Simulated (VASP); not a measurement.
# PtSe2 (P-3m1) in VASP: a series of runs, part 2 of 3

VASP 6.6.1.

## 3. Single point, PBE-based screened hybrid with 5 % exact exchange

File POSCAR:

```
PtSe2
1.0
    3.7240000000      0.0000000000      0.0000000000
   -1.8620000000      3.2250786037      0.0000000000
    0.0000000000      0.0000000000      5.0620000000
Pt Se
1 2
Direct
    0.0000000000      0.0000000000      0.0000000000
    0.6666666667      0.3333333333      0.7500000000
    0.3333333333      0.6666666667      0.2500000000
```

File INCAR.step1:

```
ALGO = Normal
EDIFF = 1E-5
ENCUT = 520
GGA = PE
ISIF = 2
ISMEAR = -1
LASPH = True
LCHARG = False
LREAL = False
LWAVE = True
NBANDS = 18
NELM = 80
PREC = Accurate
SIGMA = 0.05
```

File INCAR.step2:

```
AEXX = 0.05
ALGO = Normal
EDIFF = 1E-6
ENCUT = 520
GGA = PE
HFSCREEN = 0.2
ISIF = 2
ISMEAR = -1
ISTART = 1
LASPH = True
LCHARG = False
LHFCALC = True
LREAL = False
LWAVE = False
NBANDS = 18
NELM = 80
PREC = Accurate
PRECFOCK = Normal
SIGMA = 0.05
```

File KPOINTS:

```
k-points
0
Gamma
  4 4 3
```

Potentials or basis: VASP PAW PBE potentials, release 64 (Pt, Se).

Started as:

```console
cat potpaw_PBE.64/Pt/POTCAR potpaw_PBE.64/Se/POTCAR > POTCAR
cp INCAR.step1 INCAR
mpirun -np 1 vasp_std > vasp.out
cp INCAR.step2 INCAR
mpirun -np 1 vasp_std > vasp.out
```

OUTCAR:

```text
AEXX = 0.05
   EDIFF = 1E-6
   ENCUT = 520
   GGA = PE
   HFSCREEN = 0.2
   ISIF = 2
   ISMEAR = -1
   ISTART = 1
   LASPH = True
   LHFCALC = True
   LREAL = False
   NELM = 80
   PREC = Accurate
   PRECFOCK = Normal

 ion  position               nearest neighbor table
   1  0.000  0.000  0.000-   2 2.49   3 2.49   2 2.49   3 2.49   2 2.49   3 2.49
   2  0.667  0.333  0.750-   1 2.49   1 2.49   1 2.49
   3  0.333  0.667  0.250-   1 2.49   1 2.49   1 2.49

  LATTYP: Found a hexagonal cell.
 ALAT       =     3.7240000000
 C/A-ratio  =     1.3592910849

  Lattice vectors:

 A1 = (   3.7240000000,   0.0000000000,   0.0000000000)
 A2 = (  -1.8620000000,   3.2250786037,   0.0000000000)
 A3 = (   0.0000000000,   0.0000000000,   5.0620000000)

Analysis of symmetry for initial positions (statically):
=====================================================================
 Subroutine PRICEL returns:
 Original cell was already a primitive cell.

 Routine SETGRP: Setting up the symmetry group for a
 hexagonal supercell.

 Subroutine GETGRP returns: Found 12 space group operations
 (whereof 12 operations were pure point group operations)
 out of a pool of 24 trial point group operations.

The static configuration has the point symmetry D_3d.

Analysis of symmetry for dynamics (positions and initial velocities):
=====================================================================
 Subroutine PRICEL returns:
 Original cell was already a primitive cell.

 Routine SETGRP: Setting up the symmetry group for a
 hexagonal supercell.

 Subroutine GETGRP returns: Found 12 space group operations
 (whereof 12 operations were pure point group operations)
 out of a pool of 24 trial point group operations.

The dynamic configuration has the point symmetry D_3d.

 Subroutine INISYM returns: Found 12 space group operations
 (whereof 12 operations are pure point group operations),
 and found     1 'primitive' translations

----------------------------------------------------------------------------------------

                                     Primitive cell

  volume of cell :      60.7956

  direct lattice vectors                    reciprocal lattice vectors
     3.724000000  0.000000000  0.000000000     0.268528464  0.155034981  0.000000000
    -1.862000000  3.225078604  0.000000000     0.000000000  0.310069962  0.000000000
     0.000000000  0.000000000  5.062000000     0.000000000  0.000000000  0.197550375

  length of vectors
     3.724000000  3.724000000  5.062000000     0.310069962  0.310069962  0.197550375

  position of ions in fractional coordinates (direct lattice)
     0.000000000  0.000000000  0.000000000
     0.666666667  0.333333333  0.750000000
     0.333333333  0.666666667  0.250000000

  ion indices of the primitive-cell ions
   primitive index   ion index
                 1           1
                 2           2
                 3           3
[... 24 lines left out ...]

 Found      9 irreducible k-points:

 Following reciprocal coordinates:
            Coordinates               Weight
  0.000000  0.000000  0.000000      1.000000
  0.250000 -0.000000  0.000000      6.000000
  0.500000 -0.000000  0.000000      3.000000
  0.250000  0.250000  0.000000      6.000000
  0.000000  0.000000  0.333333      2.000000
  0.250000 -0.000000  0.333333      6.000000
  0.000000  0.250000  0.333333      6.000000
  0.500000 -0.000000  0.333333      6.000000
  0.250000  0.250000  0.333333     12.000000
   k-points           NKPTS =      9   k-points in BZ     NKDIM =     48   number of bands    NBANDS=     18
   number of dos      NEDOS =    301   number of ions     NIONS =      3
   total plane-waves  NPLWV =  31360
   dimension x,y,z NGX =    28 NGY =   28 NGZ =   40
   dimension x,y,z NGXF=    56 NGYF=   56 NGZF=   80
   ions per type =               1   2
   NGX,Y,Z   is equivalent  to a cutoff of  12.50, 12.50, 13.14 a.u.
   NGXF,Y,Z  is equivalent  to a cutoff of  25.00, 25.00, 26.27 a.u.
 SYSTEM =  unknown system
   PREC   = accura    normal or accurate (medium, high low for compatibility)
   ISTART =      1    job   : 0-new  1-cont  2-samecut
   ICHARG =      0    charge: 1-file 2-atom 10-const
   ISPIN  =      1    spin polarized calculation?
   LNONCOLLINEAR =      F non collinear calculations
   LSORBIT =      F    spin-orbit coupling
   LASPH  =      T    aspherical Exc in radial PAW
   ENCUT  =  520.0 eV  38.22 Ry    6.18 a.u.   6.92  6.92  9.41*2*pi/ulx,y,z
   NELM   =     80;   NELMIN=  2; NELMDL=  0     # of ELM steps
   EDIFF  = 0.1E-05   stopping-criterion for ELM
   LREAL  =      F    real-space projection
   EDIFFG = 0.1E-04   stopping-criterion for IOM
   NSW    =      0    number of steps for IOM
   IBRION =     -1    ionic relax: 0-MD 1-quasi-New 2-CG
   NFREE  =      0    steps in history (QN), initial steepest desc. (CG)
   ISIF   =      2    stress and relaxation
   ISYM   =      3    0-nonsym 1-usesym 2-fastsym
   POTIM  = 0.5000    time-step for ionic-motion
   TEBEG  =    0.0;   TEEND  =   0.0 temperature during run
   PSTRESS=    0.0 pullay stress
   NELECT =      22.0000    total number of electrons
   NUPDOWN=      -1.0000    fix difference up-down
   EMIN   =  10.00;   EMAX   =-10.00  energy-range for DOS
   EFERMI =   0.00;   METHOD = LEGACY
   ISMEAR =    -1;   SIGMA  =   0.05  broadening in eV -4-tet -1-fermi 0-gaus
   EFERMI_NEDOS =   21; number of points for ismear=-14 and -15
   IALGO  =     38    algorithm
   IMIX   =      1    mixing-type and parameters
     AMIX     =   0.40;   BMIX     =  1.00
     AMIX_MAG =   1.60;   BMIX_MAG =  1.00
  volume/ion in A,a.u.               =      20.27       136.76
  Fermi-wavevector in a.u.,A,eV,Ry     =   1.166608  2.204570 18.517184  1.360975
  Thomas-Fermi vector in A             =   2.303119
   LORBIT       =      0    0 simple, 1 ext, 2 COOP (PROOUT), +10 PAW based schemes
   GGA     = PE    functional components
   LHFCALC =     T    Hartree Fock is set to
   PRECFOCK=normal    Normal, Fast or Accurate (Low or Medium for compatibility)
   ENCUT4O =  -1.0   cutoff for four orbital integrals eV
   NKREDX  =     1    reduce k-point grid by
   NKREDY  =     1    reduce k-point grid by
   NKREDZ  =     1    reduce k-point grid by
   AEXX    =    0.0500 exact exchange contribution
   HFSCREEN=    0.2000 screening length (either q_TF or 0.3 A-1)
   HFSCREENC=   0.2000 screening length for correlation (either q_TF or 0.3 A-1)
   ENCUTFOCK=  -1.0 apply spherical cutoff to Coloumb kernel
   IVDW    =     0    specifies the selected vdW correction
   LEPSILON=     F    determine dielectric tensor
   LRPA    =     F    only Hartree local field effects (RPA)
 non-spin polarized calculation
  energy-cutoff  :      520.00
  volume of cell :       60.80
 maximum number of plane-waves:      1654
 NGX is ok and might be reduce to    28
  NGX = 24; NGY = 24; NGZ = 30

 number of electron      21.9999999 magnetization

 Free energy of the ion-electron system (eV)
  ---------------------------------------------------
  ext. energy  EPLUGINS =         0.00000000
  ---------------------------------------------------
  free energy    TOTEN  =       -14.83542308 eV

  energy without entropy =      -14.82846050  energy(sigma->0) =      -14.83194179

 E-fermi :   6.5671     XC(G=0): -10.2675

 val. band max:        5.9197023186   @ k =   0.0000   0.2500   0.3333
 cond. band min:       6.6669308826   @ k =   0.0000   0.2500   0.3333
 fundamental gap:      0.7472285640
 Fermi energy:         6.5671119383

 k-point     1 :       0.0000    0.0000    0.0000
  band No.  band energies     occupation
      1      -9.5782      2.00000
      2      -6.6953      2.00000
      3      -0.9301      2.00000
      4      -0.1716      2.00000
      5      -0.1716      2.00000
      6       2.2720      2.00000
[... 166 lines left out ...]
      5       0.6930      2.00000
      6       1.3430      2.00000
[... 10 lines left out ...]
     17      15.5803      0.00000
     18      15.6560      0.00000

------------------------ aborting loop because EDIFF is reached ----------------------------------------

  FORCE on cell =-STRESS in cart. coord.  units (eV):
  Direction    XX          YY          ZZ          XY          YZ          ZX
  --------------------------------------------------------------------------------------
  -------------------------------------------------------------------------------------
  Total        2.6663354      2.6663354      1.5032409      0.0000000      0.0000000     -0.0000000
  in kB       70.2672960     70.2672960     39.6156742      0.0000000      0.0000000     -0.0000000
  external PRESSURE =      60.0500887 kB  Pullay stress =       0.0000000 kB

 VOLUME and BASIS-vectors are now :
 -----------------------------------------------------------------------------
  energy-cutoff  :      520.00
  volume of cell :       60.80
      direct lattice vectors                 reciprocal lattice vectors
     3.724000000  0.000000000  0.000000000     0.268528464  0.155034981  0.000000000
    -1.862000000  3.225078604  0.000000000     0.000000000  0.310069962  0.000000000
     0.000000000  0.000000000  5.062000000     0.000000000  0.000000000  0.197550375

 POSITION                                       TOTAL-FORCE (eV/Angst)
 -----------------------------------------------------------------------------------
      0.00000      0.00000      0.00000         0.000000      0.000000      0.000000
      1.86200      1.07503      3.79650         0.000000     -0.000000     -0.412147
     -0.00000      2.15005      1.26550        -0.000000      0.000000      0.412147
 -----------------------------------------------------------------------------------
    total drift:                               -0.000001     -0.000001      0.000006

  FREE ENERGIE OF THE ION-ELECTRON SYSTEM (eV)
  ---------------------------------------------------
  free  energy   TOTEN  =       -14.8354230836 eV

  energy  without entropy=      -14.8284604981  energy(sigma->0) =      -14.83194179
```

Run time: 6.1 min. Hardware: 1 thread of Intel Xeon Platinum 8488C (Sapphire Rapids), shared host; peak memory 0.3 GiB.

What came out:

```
Free energy            : -14.8354 eV
Pressure               : 6.0 GPa
Largest force          : 0.412 eV/Å
Band gap on the k mesh : zero (bands 11 and 12 overlap by 0.23 eV)
```

Forces in eV/Å, atoms in the order of the input:
```
Pt   0.000  0.000  0.000
Se   0.000  0.000 -0.412
Se   0.000  0.000  0.412
```

Stress tensor (GPa, compression positive):
```
7.03 0.00 0.00
0.00 7.03 0.00
0.00 0.00 3.96
```

Caveat: the k points lie up to 0.49 Å⁻¹ apart; the PAW data sets were made with another functional, which shifts forces and pressure a little; spin-orbit coupling is left out, which moves the levels of the heavy elements.

(Continued in part 3 of 3.)

The gap in the log of VASP goes by the Fermi energy; the results here count the filled bands.